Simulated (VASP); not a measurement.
# Zn4HO4 (a cell with a defect) in VASP: single point with PBEsol

Aim: the single point of Zn4HO4 (a cell with a defect) with PBEsol.

Everything below comes from runs of VASP 6.6.1. Logs are shortened: lines on timing, memory, paths and dates and some standing lists are left out, and cuts for length are marked.

## Step 1: The cell of the first run

The cell holds a defect, 9 atoms: a = 5.515 Å, b = 5.515 Å, c = 3.243 Å, α = 90.00°, β = 90.00°, γ = 90.00°.

## Step 2: Single point, PBEsol

File INCAR:

```
SYSTEM = Zn4HO4
PREC = Accurate ; ENCUT = 520
EDIFF = 1E-6 ; ISMEAR = 0
SIGMA = 0.05 ; LREAL = .FALSE.
LASPH = .TRUE. ; NELM = 60
ALGO = Normal ; ISIF = 2
LWAVE = .FALSE. ; LCHARG = .FALSE.
GGA = PS ; NBANDS = 46
```

File KPOINTS:

```
regular mesh
0
G
  4 4 8
  0 0 0
```

File POSCAR:

```
Zn4HO4
1.0
    5.5148137916      0.0000000000      0.0000000000
    0.0000000000      5.5148137916      0.0000000000
    0.0000000000      0.0000000000      3.2430062931
Zn O H
4 4 1
Direct
    0.1820657240      0.1820657240      0.5000000000
    0.8179342760      0.8179342760      0.5000000000
    0.6820657240      0.3179342760      0.0000000000
    0.3179342760      0.6820657240      0.0000000000
    0.8180023132      0.1819976868      0.5000000000
    0.1819976868      0.8180023132      0.5000000000
    0.6819976868      0.6819976868      0.0000000000
    0.3180023132      0.3180023132      0.0000000000
    1.0000405349     -0.0180023132      0.0000000000
```

Potentials or basis: VASP PAW PBE potentials, release 64 (Zn, O, H).

Command:

```
$ cat potpaw_PBE.64/Zn/POTCAR potpaw_PBE.64/O/POTCAR potpaw_PBE.64/H/POTCAR > POTCAR
$ mpirun -np 1 vasp_std > vasp.out
```

OUTCAR:

```text
SYSTEM = Zn4HO4
   PREC = Accurate
   ENCUT = 520
   EDIFF = 1E-6
   ISMEAR = 0
   LREAL = .FALSE.
   LASPH = .TRUE.
   NELM = 60
   ISIF = 2
   GGA = PS

 ion  position               nearest neighbor table
   1  0.182  0.182  0.500-   8 1.94   8 1.94   5 2.01   6 2.01   2 2.84
   2  0.818  0.818  0.500-   7 1.94   7 1.94   5 2.01   6 2.01   1 2.84
   3  0.682  0.318  0.000-   5 1.94   5 1.94   8 2.01   7 2.01   4 2.84
   4  0.318  0.682  0.000-   6 1.94   6 1.94   8 2.01   7 2.01   3 2.84
   5  0.818  0.182  0.500-   3 1.94   3 1.94   1 2.01   2 2.01
   6  0.182  0.818  0.500-   4 1.94   4 1.94   1 2.01   2 2.01
   7  0.682  0.682  0.000-   2 1.94   2 1.94   4 2.01   3 2.01
   8  0.318  0.318  0.000-   1 1.94   1 1.94   4 2.01   3 2.01
   9  0.000  0.982  0.000-

  LATTYP: Found a simple tetragonal cell.
 ALAT       =     5.5148137916
 C/A-ratio  =     0.5880536344

  Lattice vectors:

 A1 = (   5.5148137916,   0.0000000000,   0.0000000000)
 A2 = (   0.0000000000,   5.5148137916,   0.0000000000)
 A3 = (   0.0000000000,   0.0000000000,   3.2430062931)

Analysis of symmetry for initial positions (statically):
=====================================================================
 Subroutine PRICEL returns:
 Original cell was already a primitive cell.

 Routine SETGRP: Setting up the symmetry group for a
 simple tetragonal supercell.

 Subroutine GETGRP returns: Found  2 space group operations
 (whereof  2 operations were pure point group operations)
 out of a pool of 16 trial point group operations.

The static configuration has the point symmetry C_1h.

Analysis of symmetry for dynamics (positions and initial velocities):
=====================================================================
 Subroutine PRICEL returns:
 Original cell was already a primitive cell.

 Routine SETGRP: Setting up the symmetry group for a
 simple tetragonal supercell.

 Subroutine GETGRP returns: Found  2 space group operations
 (whereof  2 operations were pure point group operations)
 out of a pool of 16 trial point group operations.

The dynamic configuration has the point symmetry C_1h.

 Subroutine INISYM returns: Found  2 space group operations
 (whereof  2 operations are pure point group operations),
 and found     1 'primitive' translations

----------------------------------------------------------------------------------------

                                     Primitive cell

[... 105 lines left out ...]
   LREAL  =      F    real-space projection
   EDIFFG = 0.1E-04   stopping-criterion for IOM
   NSW    =      0    number of steps for IOM
   IBRION =     -1    ionic relax: 0-MD 1-quasi-New 2-CG
   NFREE  =      0    steps in history (QN), initial steepest desc. (CG)
   ISIF   =      2    stress and relaxation
   ISYM   =      2    0-nonsym 1-usesym 2-fastsym
   POTIM  = 0.5000    time-step for ionic-motion
   TEBEG  =    0.0;   TEEND  =   0.0 temperature during run
   PSTRESS=    0.0 pullay stress
   NELECT =      73.0000    total number of electrons
   NUPDOWN=      -1.0000    fix difference up-down
   EMIN   =  10.00;   EMAX   =-10.00  energy-range for DOS
   EFERMI =   0.00;   METHOD = LEGACY
   ISMEAR =     0;   SIGMA  =   0.05  broadening in eV -4-tet -1-fermi 0-gaus
   EFERMI_NEDOS =   21; number of points for ismear=-14 and -15
   IALGO  =     38    algorithm
   IMIX   =      4    mixing-type and parameters
     AMIX     =   0.40;   BMIX     =  1.00
     AMIX_MAG =   1.60;   BMIX_MAG =  1.00
  volume/ion in A,a.u.               =      10.96        73.95
  Fermi-wavevector in a.u.,A,eV,Ry     =   1.480855  2.798411 29.836656  2.192932
  Thomas-Fermi vector in A             =   2.594838
   LORBIT       =      0    0 simple, 1 ext, 2 COOP (PROOUT), +10 PAW based schemes
   GGA     = PS    functional components
   LHFCALC =     F    Hartree Fock is set to
   AEXX    =    0.0000 exact exchange contribution
   IVDW    =     0    specifies the selected vdW correction
   LEPSILON=     F    determine dielectric tensor
   LRPA    =     F    only Hartree local field effects (RPA)
 non-spin polarized calculation
 Gauss-broadening in eV      SIGMA  =   0.05
  energy-cutoff  :      520.00
  volume of cell :       98.63
 maximum number of plane-waves:      2684
 NGX is ok and might be reduce to    42
   NGX = 21   NGY = 21   NGZ = 13

 number of electron      73.0000002 magnetization

 Free energy of the ion-electron system (eV)
  ---------------------------------------------------
  ext. energy  EPLUGINS =         0.00000000
  ---------------------------------------------------
  free energy    TOTEN  =       -39.36961321 eV

  energy without entropy =      -39.36844592  energy(sigma->0) =      -39.36902957

 E-fermi :   2.1580     XC(G=0): -11.1392

 val. band max:        2.1137969697   @ k =   0.0000   0.2500   0.2500
 cond. band min:       2.2360153172   @ k =  -0.2500   0.2500   0.3750
 fundamental gap:      0.1222183475
 Fermi energy:         2.1579997236

 k-point     1 :       0.0000    0.0000    0.0000
  band No.  band energies     occupation
      1     -17.1464      2.00000
      2     -16.3883      2.00000
      3     -16.3194      2.00000
      4     -16.2509      2.00000
      5      -6.1042      2.00000
      6      -5.2163      2.00000
[... 1165 lines left out ...]
     45      10.4040      0.00000
     46      10.4429      0.00000

 [... further k-points ...]
[... 5 lines left out ...]
  --------------------------------------------------------------------------------------
  -------------------------------------------------------------------------------------
  Total        2.2621689      2.2521778      3.2538765     -0.2291351      0.0000000      0.0000000
  in kB       36.7473576     36.5850588     52.8569565     -3.7221398      0.0000000      0.0000000
  external PRESSURE =      42.0631243 kB  Pullay stress =       0.0000000 kB

 VOLUME and BASIS-vectors are now :
 -----------------------------------------------------------------------------
  energy-cutoff  :      520.00
  volume of cell :       98.63
      direct lattice vectors                 reciprocal lattice vectors
     5.514813792  0.000000000  0.000000000     0.181329785  0.000000000  0.000000000
     0.000000000  5.514813792  0.000000000     0.000000000  0.181329785  0.000000000
     0.000000000  0.000000000  3.243006293     0.000000000  0.000000000  0.308355862

 POSITION                                       TOTAL-FORCE (eV/Angst)
 -----------------------------------------------------------------------------------
      1.00406      1.00406      1.62150        -0.050781      0.005929      0.000000
      4.51076      4.51076      1.62150         0.010464      0.068114      0.000000
      3.76147      1.75335      0.00000         0.014174     -0.040128      0.000000
      1.75335      3.76147      0.00000         0.014860     -0.040962      0.000000
      4.51113      1.00368      1.62150        -0.354817      0.409805      0.000000
      1.00368      4.51113      1.62150         0.407643     -0.344753      0.000000
      3.76109      3.76109      0.00000        -0.228142     -0.196660      0.000000
      1.75372      1.75372      0.00000         0.155165      0.181298      0.000000
      0.00022      5.41553      0.00000         0.031433     -0.042643      0.000000
 -----------------------------------------------------------------------------------
    total drift:                               -0.000077     -0.000143      0.000000

  FREE ENERGIE OF THE ION-ELECTRON SYSTEM (eV)
  ---------------------------------------------------
  free  energy   TOTEN  =       -39.3696132103 eV

  energy  without entropy=      -39.3684459203  energy(sigma->0) =      -39.36902957
```

stdout:

```text
POSCAR found type information on POSCAR ZnO H
 POSCAR found :  3 types and       9 ions
 scaLAPACK will be used
 -----------------------------------------------------------------------------
|                                                                             |
|                                                                             |
|     You enforced a specific xc type in the INCAR file but a different       |
|     I HOPE YOU KNOW WHAT YOU ARE DOING!                                     |
|                                                                             |
 -----------------------------------------------------------------------------

 LDA part: xc-table for (Slater+PW92), standard interpolation
 POSCAR, INCAR and KPOINTS ok, starting setup
 FFT: planning ... GRIDC
 FFT: planning ... GRID_SOFT
 FFT: planning ... GRID
 WAVECAR not read
 entering main loop
```

Wall time 2.3 min (1 thread of AMD EPYC 9R45 (Zen 5), shared host); peak memory 0.28 GiB.

Results:

* Free energy: -39.3696 eV
* Pressure: 4.2 GPa
* Largest force: 0.542 eV/Å
* Band gap on the k mesh: zero (an odd number of electrons rules out a gap without spin polarisation)

Forces in eV/Å, atoms in the order of the input:
```
Zn  -0.051  0.006  0.000
Zn   0.010  0.068  0.000
Zn   0.014 -0.040  0.000
Zn   0.015 -0.041  0.000
O   -0.355  0.410  0.000
O    0.408 -0.345  0.000
O   -0.228 -0.197  0.000
O    0.155  0.181  0.000
H    0.031 -0.043  0.000
```

Stress tensor (GPa, compression positive):
```
 3.67 -0.37  0.00
-0.37  3.66  0.00
 0.00  0.00  5.29
```

Levels at points of the mesh, in eV from the Fermi level:
| k point | band 33 | band 34 | band 35 | band 36 | band 37 | band 38 | band 39 | band 40 | band 41 | band 42 |
| --- | --- | --- | --- | --- | --- | --- | --- | --- | --- | --- |
| (0.00, 0.00, 0.00) | -1.80 | -1.61 | -1.32 | -1.32 | -1.15 | 2.17 | 3.83 | 3.97 | 6.10 | 6.48 |
| (0.50, 0.00, 0.00) | -1.67 | -1.64 | -1.59 | -1.58 | -0.49 | 1.93 | 3.50 | 4.67 | 5.96 | 6.92 |
| (0.00, 0.50, 0.00) | -1.70 | -1.63 | -1.62 | -1.54 | -0.50 | 1.93 | 3.51 | 4.67 | 5.96 | 6.92 |
| (0.50, 0.50, 0.00) | -2.03 | -2.03 | -1.93 | -1.92 | -0.54 | 3.06 | 3.32 | 3.44 | 6.68 | 7.06 |
| (0.00, 0.00, 0.50) | -2.97 | -2.95 | -2.50 | -2.50 | 0.34 | 4.55 | 4.78 | 6.73 | 6.95 | 6.97 |
| (0.50, 0.00, 0.50) | -2.75 | -2.71 | -2.23 | -2.20 | 0.41 | 4.58 | 4.60 | 5.53 | 5.86 | 6.54 |
| (0.00, 0.50, 0.50) | -2.74 | -2.71 | -2.23 | -2.20 | 0.41 | 4.57 | 4.60 | 5.53 | 5.86 | 6.54 |
| (0.50, 0.50, 0.50) | -2.57 | -2.54 | -2.49 | -2.45 | -0.26 | 4.13 | 4.24 | 4.56 | 6.60 | 6.72 |

Caveat: the PAW data sets were made with another functional, which shifts forces and pressure a little; an odd number of electrons without spin polarisation forces a metal; a magnetic or distorted state may lie lower.
